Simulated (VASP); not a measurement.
## MgS: single point with PBEsol

MgS:

```xyz
8
Lattice="0.0000 5.6662 5.6662 5.6662 0.0000 5.6662 2.8331 2.8331 0.0000" Properties=species:S:1:pos:R:3 pbc="T T T"
Mg    0.0115   -0.0132    0.0413
Mg    2.8279   -0.0247    2.7805
Mg    0.0356    2.8979    2.8415
Mg    2.8408    2.8346    5.6993
S     4.2119    4.2177    4.2466
S     7.0681    4.2585    7.1080
S     4.2513    7.0866    7.0764
S     7.0599    7.1031    9.8680
```

- Program: VASP 6.6.1
- Task: single point
- Functional: PBEsol
- Potentials or basis: VASP PAW PBE potentials, release 64 (Mg, S)
- Cutoff: 520 eV
- k mesh: 2 × 2 × 2, shifted
- Occupations: fermi-dirac, width 0.1 eV
- Spin: no spin polarisation

The pressure is -1.0 GPa, the largest force is 0.505 eV/Å and the band gap on the k mesh is 4.66 eV.

Forces on the atoms (eV/Å):
```
Mg  -0.215  0.211 -0.405
Mg  -0.082  0.287  0.374
Mg  -0.218 -0.403  0.171
Mg  -0.144 -0.218 -0.303
S    0.272  0.168 -0.041
S    0.405  0.150 -0.182
S   -0.098 -0.139 -0.083
S    0.080 -0.056  0.470
```

Stress tensor (GPa, compression positive):
```
-1.49 -1.63 -0.14
-1.63 -1.52 -0.64
-0.14 -0.64  0.14
```

Levels at points of the mesh, in eV from the valence-band top:
| k point | band 14 | band 15 | band 16 | band 17 | band 18 | band 19 |
| --- | --- | --- | --- | --- | --- | --- |
| (0.25, 0.25, 0.25) | -0.58 | -0.33 | 0.00 | 4.66 | 4.87 | 5.89 |

It took 40 s on 1 thread of Intel(R) Xeon(R) Platinum 8259CL CPU @ 2.50GHz (Skylake/Cascade Lake), on a shared host, peak memory 0.3 GiB.

Caveat: the k points lie up to 0.78 Å⁻¹ apart; the PAW data sets were made with another functional, which shifts forces and pressure a little; a shifted mesh leaves out Γ, where band edges can lie. A k mesh can miss the band edges.
